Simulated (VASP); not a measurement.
# BN (P6_3/mmc) in VASP: notebook

Runs on BN. Level: PBE. Tasks: single point.

Program: VASP 6.6.1. These are calculated values, not measurements. Logs are shortened: lines on timing, memory, paths and dates and some standing lists are left out, and cuts for length are marked.

## (1) The cell of the first run

Symmetry: P6_3/mmc, No. 194, hexagonal system. The conventional cell has a = 2.512 Å, b = 2.512 Å, c = 8.343 Å, α = 90.00°, β = 90.00°, γ = 120.00°. Within 1.9 Å of B (site symmetry -6m2) lie 3 N at 1.45 Å. N (site symmetry -6m2) has 3 B at 1.45 Å within 1.9 Å.

## (2) Single point, PBE

Contents of INCAR:

```
PREC = Accurate
ENCUT = 520
EDIFF = 1E-6
ISMEAR = 0
SIGMA = 0.01
LREAL = Auto
LASPH = T
NELM = 60
ALGO = Normal
ISIF = 2
LWAVE = F
LCHARG = F
GGA = PE
NBANDS = 46
```

Contents of KPOINTS:

```
regular mesh
0
Gamma
  1 1 1
```

Contents of POSCAR:

```
BN
1.0
    2.5121811436      4.3512253786      0.0000000000
    2.5121811436     -4.3512253786      0.0000000000
    0.0000000000      0.0000000000     -8.3431635353
B N
8 8
Direct
    0.1666666667      0.3333333333      0.7500000000
    0.1666666667      0.8333333333      0.7500000000
    0.6666666667      0.3333333333      0.7500000000
    0.6666666667      0.8333333333      0.7500000000
    0.3333333333      0.6666666667      0.2500000000
    0.3333333333      0.1666666667      0.2500000000
    0.8333333333      0.6666666667      0.2500000000
    0.8333333333      0.1666666667      0.2500000000
    0.1666666667      0.3333333333      0.2500000000
    0.1666666667      0.8333333333      0.2500000000
    0.6666666667      0.3333333333      0.2500000000
    0.6666666667      0.8333333333      0.2500000000
    0.3333333333      0.6666666667      0.7500000000
    0.3333333333      0.1666666667      0.7500000000
    0.8333333333      0.6666666667      0.7500000000
    0.8333333333      0.1666666667      0.7500000000
```

Potentials or basis: VASP PAW PBE potentials, release 64 (B, N).

On the command line:

```console
$ cat potpaw_PBE.64/B/POTCAR potpaw_PBE.64/N/POTCAR > POTCAR
$ mpirun -np 1 vasp_gam > vasp.out
```

OUTCAR:

```text
PREC = Accurate
   ENCUT = 520
   EDIFF = 1E-6
   ISMEAR = 0
   LREAL = Auto
   LASPH = T
   NELM = 60
   ISIF = 2
   GGA = PE

 ion  position               nearest neighbor table
   1  0.167  0.333  0.750-  14 1.45  13 1.45  16 1.45
   2  0.167  0.833  0.750-  13 1.45  14 1.45  15 1.45
   3  0.667  0.333  0.750-  16 1.45  15 1.45  14 1.45
   4  0.667  0.833  0.750-  15 1.45  13 1.45  16 1.45
   5  0.333  0.667  0.250-  10 1.45   9 1.45  12 1.45
   6  0.333  0.167  0.250-   9 1.45  10 1.45  11 1.45
[... 8 lines left out ...]
  15  0.833  0.667  0.750-   4 1.45   3 1.45   2 1.45
  16  0.833  0.167  0.750-   3 1.45   1 1.45   4 1.45
[... 7 lines left out ...]
 A1 = (   2.5121811436,   4.3512253786,   0.0000000000)
 A2 = (   2.5121811436,  -4.3512253786,   0.0000000000)
 A3 = (   0.0000000000,   0.0000000000,  -8.3431635353)

Analysis of symmetry for initial positions (statically):
=====================================================================
 Subroutine PRICEL returns following result:

  LATTYP: Found a hexagonal cell.
 ALAT       =     2.5121811436
 C/A-ratio  =     3.3210835757

  Lattice vectors:

 A1 = (   1.2560905718,   2.1756126893,   0.0000000000)
 A2 = (   1.2560905718,  -2.1756126893,   0.0000000000)
 A3 = (   0.0000000000,   0.0000000000,  -8.3431635353)

   4 primitive cells build up your supercell.

 Routine SETGRP: Setting up the symmetry group for a
 hexagonal supercell.

 Subroutine GETGRP returns: Found 24 space group operations
 (whereof 12 operations were pure point group operations)
 out of a pool of 24 trial point group operations.

The static configuration has the point symmetry D_3d.
 The point group associated with its full space group is D_6h.

Analysis of symmetry for dynamics (positions and initial velocities):
=====================================================================
 Subroutine PRICEL returns following result:

  LATTYP: Found a hexagonal cell.
 ALAT       =     2.5121811436
 C/A-ratio  =     3.3210835757

  Lattice vectors:

 A1 = (   1.2560905718,   2.1756126893,   0.0000000000)
 A2 = (   1.2560905718,  -2.1756126893,   0.0000000000)
 A3 = (   0.0000000000,   0.0000000000,  -8.3431635353)

   4 primitive cells build up your supercell.

 Routine SETGRP: Setting up the symmetry group for a
 hexagonal supercell.

[... 81 lines left out ...]
   LSORBIT =      F    spin-orbit coupling
   LASPH  =      T    aspherical Exc in radial PAW
   ENCUT  =  520.0 eV  38.22 Ry    6.18 a.u.   9.34  9.34 15.51*2*pi/ulx,y,z
   NELM   =     60;   NELMIN=  2; NELMDL= -5     # of ELM steps
   EDIFF  = 0.1E-05   stopping-criterion for ELM
   LREAL  =      T    real-space projection
   EDIFFG = 0.1E-04   stopping-criterion for IOM
   NSW    =      0    number of steps for IOM
[... 5 lines left out ...]
   TEBEG  =    0.0;   TEEND  =   0.0 temperature during run
   PSTRESS=    0.0 pullay stress
   NELECT =      64.0000    total number of electrons
   NUPDOWN=      -1.0000    fix difference up-down
   EMIN   =  10.00;   EMAX   =-10.00  energy-range for DOS
   EFERMI =   0.00;   METHOD = LEGACY
   ISMEAR =     0;   SIGMA  =   0.01  broadening in eV -4-tet -1-fermi 0-gaus
   EFERMI_NEDOS =   21; number of points for ismear=-14 and -15
   IALGO  =     38    algorithm
   IMIX   =      4    mixing-type and parameters
     AMIX     =   0.40;   BMIX     =  1.00
     AMIX_MAG =   1.60;   BMIX_MAG =  1.00
  volume/ion in A,a.u.               =      11.40        76.93
  Fermi-wavevector in a.u.,A,eV,Ry     =   1.154677  2.182023 18.140352  1.333278
  Thomas-Fermi vector in A             =   2.291311
   LORBIT       =      0    0 simple, 1 ext, 2 COOP (PROOUT), +10 PAW based schemes
   GGA     = PE    functional components
   LHFCALC =     F    Hartree Fock is set to
   AEXX    =    0.0000 exact exchange contribution
   IVDW    =     0    specifies the selected vdW correction
   LEPSILON=     F    determine dielectric tensor
   LRPA    =     F    only Hartree local field effects (RPA)
 non-spin polarized calculation
 Gauss-broadening in eV      SIGMA  =   0.01
  energy-cutoff  :      520.00
  volume of cell :      182.40
 maximum number of plane-waves:      2488
 NGX is ok and might be reduce to    40
   NGX = 19   NGY = 19   NGZ = 31

 number of electron      63.9999991 magnetization

 Free energy of the ion-electron system (eV)
  ---------------------------------------------------
  ext. energy  EPLUGINS =         0.00000000
  ---------------------------------------------------
  free energy    TOTEN  =      -128.49150426 eV

  energy without entropy =     -128.49150426  energy(sigma->0) =     -128.49150426

 E-fermi :   0.2808     XC(G=0):  -8.4943

 val. band max:        0.2227118567   @ k =   0.0000   0.0000   0.0000
 cond. band min:       5.0333586641   @ k =   0.0000   0.0000   0.0000
 fundamental gap:      4.8106468074
 Fermi energy:         0.2808496522

 k-point     1 :       0.0000    0.0000    0.0000
  band No.  band energies     occupation
      1     -16.6566      2.00000
      2     -16.6128      2.00000
      3     -13.5184      2.00000
      4     -13.5184      2.00000
      5     -13.5184      2.00000
      6     -13.5095      2.00000
[... 36 lines left out ...]
     43      10.2218      0.00000
     44      10.6986      0.00000
 [bands above 44 left out]

------------------------ aborting loop because EDIFF is reached ----------------------------------------

  FORCE on cell =-STRESS in cart. coord.  units (eV):
  Direction    XX          YY          ZZ          XY          YZ          ZX
  --------------------------------------------------------------------------------------
  -------------------------------------------------------------------------------------
  Total       12.8987280     12.8987280      0.1401699      0.0000000      0.0000000      0.0000000
  in kB      113.3011155    113.3011155      1.2312383      0.0000000      0.0000000      0.0000000
  external PRESSURE =      75.9444898 kB  Pullay stress =       0.0000000 kB

 VOLUME and BASIS-vectors are now :
 -----------------------------------------------------------------------------
  energy-cutoff  :      520.00
  volume of cell :      182.40
      direct lattice vectors                 reciprocal lattice vectors
     2.512181144  4.351225379  0.000000000     0.199030234  0.114910159  0.000000000
     2.512181144 -4.351225379  0.000000000     0.199030234 -0.114910159  0.000000000
     0.000000000  0.000000000 -8.343163535     0.000000000  0.000000000 -0.119858612

 POSITION                                       TOTAL-FORCE (eV/Angst)
 -----------------------------------------------------------------------------------
      1.25609     -0.72520     -6.25737         0.000000      0.000000     -0.000000
      2.51218     -2.90082     -6.25737         0.000000     -0.000000      0.000000
      2.51218      1.45041     -6.25737         0.000000      0.000000     -0.000000
      3.76827     -0.72520     -6.25737         0.000000     -0.000000      0.000000
      2.51218     -1.45041     -2.08579        -0.000000      0.000000      0.000000
      1.25609      0.72520     -2.08579        -0.000000      0.000000     -0.000000
[... 8 lines left out ...]
      3.76827      0.72520     -6.25737         0.000000      0.000000     -0.000000
      2.51218      2.90082     -6.25737         0.000000     -0.000000      0.000000
 -----------------------------------------------------------------------------------
    total drift:                                0.000000      0.000000     -0.000000

  FREE ENERGIE OF THE ION-ELECTRON SYSTEM (eV)
  ---------------------------------------------------
  free  energy   TOTEN  =      -128.4915042592 eV

  energy  without entropy=     -128.4915042592  energy(sigma->0) =     -128.49150426
```

It took 26 s on 1 thread of Intel Xeon Platinum 8259CL at 2.50GHz (Skylake/Cascade Lake), shared host; peak memory 0.28 GiB.

Results:

```
Free energy            : -128.4915 eV
Pressure               : 7.6 GPa
Band gap on the k mesh : 4.81 eV
```

Stress tensor (GPa, compression positive):
```
11.33  0.00  0.00
 0.00 11.33  0.00
 0.00  0.00  0.12
```

Caveat: the k points lie up to 1.44 Å⁻¹ apart; this functional lacks dispersion, which binds the layers, so the pressure and a relaxed spacing across them are unreliable. A k mesh can miss the band edges.

## (3) Single point, PBE

Contents of INCAR:

```
SYSTEM = BN
  PREC = Accurate
  ENCUT = 520
  EDIFF = 1E-6
  ISMEAR = 0
  SIGMA = 0.01
  LREAL = Auto
  LASPH = .TRUE.
  NELM = 60
  ALGO = Normal
  ISIF = 2
  LWAVE = .FALSE.
  LCHARG = .FALSE.
  GGA = PE
  NBANDS = 46
```

Contents of KPOINTS:

```
regular mesh
0
G
  5 5 3
  0 0 0
```

POSCAR is that of step 2.

Potentials or basis: VASP PAW PBE potentials, release 64 (B, N).

On the command line:

```console
$ cat potpaw_PBE.64/B/POTCAR potpaw_PBE.64/N/POTCAR > POTCAR
$ mpirun -np 1 vasp_std > vasp.out
```

Wall time 69 s (1 thread of Intel Xeon 6975P-C (Granite Rapids), shared host); peak memory 0.31 GiB.

It converged, with:

| Property | Result |
| --- | --- |
| Free energy | -140.8339 eV |
| Pressure | 0.1 GPa |
| Band gap on the k mesh | 4.51 eV |

Stress tensor (GPa, compression positive):
```
 0.13  0.00  0.00
 0.00  0.13  0.00
 0.00  0.00 -0.08
```

Levels at points of the mesh, in eV from the valence-band top:
```
           k point  band 29  band 30  band 31  band 32  band 33  band 34  band 35  band 36
(0.00, 0.00, 0.00)    -0.90    -0.66    -0.66    -0.66     4.51     4.69     4.69     4.69
```

Caveat: this functional lacks dispersion, which binds the layers, so the pressure and a relaxed spacing across them are unreliable.
